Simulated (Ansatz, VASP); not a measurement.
**TiAl: VASP beside Ansatz**

File INCAR:

```
PREC = Accurate
ENCUT = 520
EDIFF = 1E-6
ISMEAR = -1
SIGMA = 0.05
LREAL = F
LASPH = T
NELM = 100
ALGO = Normal
ISIF = 2
LWAVE = F
LCHARG = F
GGA = PS
NBANDS = 14
```

Contents of KPOINTS:

```
Automatic mesh
0
Gamma
  5 5 5
```

Contents of POSCAR:

```
TiAl
1.0
    3.1790640000      0.0000000000      0.0000000000
    0.0000000000      3.1790640000      0.0000000000
    0.0000000000      0.0000000000      3.1790640000
Ti Al
1 1
Direct
    0.0000000000      0.0000000000      0.0000000000
    0.5000000000      0.5000000000      0.5000000000
```

File input.yaml:

```yaml
crystal:
  lattice:
    - [3.179064, 0.0, 0.0]
    - [0.0, 3.179064, 0.0]
    - [0.0, 0.0, 3.179064]
  atoms:
    - { symbol: Ti, position: [0.0, 0.0, 0.0] }
    - { symbol: Al, position: [0.5, 0.5, 0.5] }
hamiltonian:
  xc: pbesol
  pseudopotentials: { kind: paw }
kpoints:
  mp_grid: { grid: [5, 5, 5] }
  band_path:
    path:
      - [[0.0, 0.0, 0.0], [0.0, 0.5, 0.0], [0.5, 0.5, 0.0], [0.0, 0.0, 0.0], [0.5, 0.5, 0.5], [0.0, 0.5, 0.0]]
      - [[0.5, 0.5, 0.0], [0.5, 0.5, 0.5]]
    npoints: 14
scf:
  occupations: { method: fermi_dirac, width: 0.05 }
  n_extra_bands: 6
output:
  forces: true
  stress: true
  eigenvalues: true
  fatbands: false
```

Alike in both runs: functional PBEsol; k mesh 5 × 5 × 5; occupations fermi-dirac, width 0.05 eV; no spin polarisation.

|  | VASP | Ansatz |
| --- | --- | --- |
| version | VASP 6.6.1 | Ansatz 0.2.0 |
| potentials or method | VASP PAW PBE potentials, release 64 (Ti_sv, Al) | Ansatz PAW |
| plane-wave cutoff (eV) | 520 | 420 |
| valence electrons in the cell | 15 | 15 |
| task | single point | band structure |

```tsv
	VASP	Ansatz	Ansatz less VASP
gap on the k mesh at the Fermi level (eV)	none	none	-
pressure (GPa)	-2.3	-2.4	-0.03
```

VASP's potentials were made for PBE, not for PBEsol. A gap of «none» marks a metal or a gap that the smearing closes. With one functional, cell and mesh, what is left measures potentials, basis and numerics.

The k mesh is coarse, so the values compare programs but aren't converged.
